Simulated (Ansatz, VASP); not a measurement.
**GaSb3: VASP beside Ansatz**

INCAR

```
SYSTEM = GaSb3
PREC = Accurate
ENCUT = 520
EDIFF = 1E-7
ISMEAR = 0
SIGMA = 0.15
LREAL = .FALSE.
LASPH = .TRUE.
NELM = 80
ALGO = Normal
ISIF = 2
LWAVE = .FALSE.
LCHARG = .FALSE.
GGA = PE
IVDW = 12
NBANDS = 22
```

KPOINTS

```
Automatic mesh
0
G
  10 10 10
  0 0 0
```

POSCAR

```
GaSb3
1.0
    0.0000000000      3.5022027149      3.6481278280
    3.5022027149      0.0000000000      3.6481278280
    3.5022027149      3.5022027149      0.0000000000
Ga Sb
1 3
Direct
    0.0000000000      0.0000000000      0.0000000000
    0.2685026411      0.2314973589      0.2314973589
    0.7314973589      0.7685026411      0.7685026411
    0.5000000000      0.5000000000      0.5000000000
```

Input for Ansatz:

```yaml
crystal:
  lattice:
    - [0.0, 3.5022027149, 3.648127828]
    - [3.5022027149, 0.0, 3.648127828]
    - [3.5022027149, 3.5022027149, 0.0]
  atoms:
    - { symbol: Ga, position: [0.0, 0.0, 0.0] }
    - { symbol: Sb, position: [0.2685026411, 0.2314973589, 0.2314973589] }
    - { symbol: Sb, position: [0.7314973589, 0.7685026411, 0.7685026411] }
    - { symbol: Sb, position: [0.5, 0.5, 0.5] }
basis:
  ecutwfc: 420
kpoints:
  mp_grid: { grid: [10, 10, 10] }
hamiltonian:
  xc: pbe
  pseudopotentials: { kind: paw, azcp: { folder: soft_1 } }
  dispersion: d3bj
scf:
  occupations: { method: gaussian, width: 0.15 }
output:
  forces: true
  stress: true
  eigenvalues: true
```

Change from the starting cell: mode 4 frozen in at -0.135 Å, equal normal strain along x and y -0.0400.

Alike in both runs: task single point; functional PBE; dispersion D3(BJ); k mesh 10 × 10 × 10; occupations gaussian, width 0.15 eV; no spin polarisation.

|  | VASP | Ansatz |
| --- | --- | --- |
| version | VASP 6.6.1 | Ansatz 0.2.0 |
| potentials or method | VASP PAW PBE potentials, release 64 (Ga_d, Sb), cutoff 520 eV | scalar-relativistic, plane waves, PAW |
| valence electrons in the cell | 28 | 58 |

Ansatz gave:

- gap on the k mesh at the Fermi level (eV): none
- pressure (GPa): 7.0
- traceless stress, the component that is largest in VASP (GPa): -1.55
- rms of the force components (eV/Å): 0.310

Which values does VASP return?

gap on the k mesh at the Fermi level (eV): none; pressure (GPa): 7.0; traceless stress, the component that is largest in VASP (GPa): -1.56; rms of the force components (eV/Å): 0.313.

Atom by atom the forces differ by 0.003 eV/Å (rms over components). A gap of «none» marks a metal or a gap that the smearing closes. VASP's potentials hold 28 valence electrons a cell and Ansatz's 58, so a difference there can come from the potentials and not from the codes.

Neither program's run includes spin-orbit coupling.
